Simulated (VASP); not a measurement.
Wanted: the native input for a VASP 6.6.1 run.

| Property | Result |
| --- | --- |
| Task | single point |
| Functional | PBEsol |
| Potentials or basis | VASP PAW PBE potentials, release 64 (Hf_pv) |
| Cutoff | 500 eV |
| k mesh | 15 × 15 × 15 |
| Occupations | fermi-dirac, width 0.1 eV |
| Spin | no spin polarisation |
| Dipole correction | no |
| Further INCAR settings | ALGO = Normal; EDIFF = 1e-06; NBANDS = 11 |

The structure of Hf lies in POSCAR:

```
Hf
1.0
    0.0000000000      2.2105218703      2.2105218703
    2.2105218703      0.0000000000      2.2105218703
    2.2105218703      2.2105218703      0.0000000000
Hf
1
Direct
    0.0000000000      0.0000000000      0.0000000000
```

This isn't the form of Hf at room conditions, which is hcp.

One way to write it, as run:

INCAR

```
ALGO = Normal
EDIFF = 1E-6
ENCUT = 500
GGA = PS
GGA_COMPAT = False
ISIF = 2
ISMEAR = -1
LASPH = True
LCHARG = True
LELF = True
LREAL = False
LVHAR = True
LWAVE = False
NBANDS = 11
NELM = 120
PREC = Accurate
SIGMA = 0.1
```

KPOINTS

```
k-points
0
Gamma
  15 15 15
```

Potentials or basis: VASP PAW PBE potentials, release 64 (Hf_pv).

Launch:

```console
$ cat potpaw_PBE.64/Hf_pv/POTCAR > POTCAR
$ mpirun -np 1 vasp_std > vasp.out
```

It gave:

- Pressure: -0.4 GPa
- Band gap on the k mesh: zero (bands 5 and 6 overlap by 1.88 eV)

Caveat: the PAW data sets were made with another functional, which shifts forces and pressure a little; spin-orbit coupling is left out, which moves the levels of the heavy elements.

It took 24 s on 1 thread of Intel Xeon 8259CL, on a shared host, peak memory 0.15 GiB.
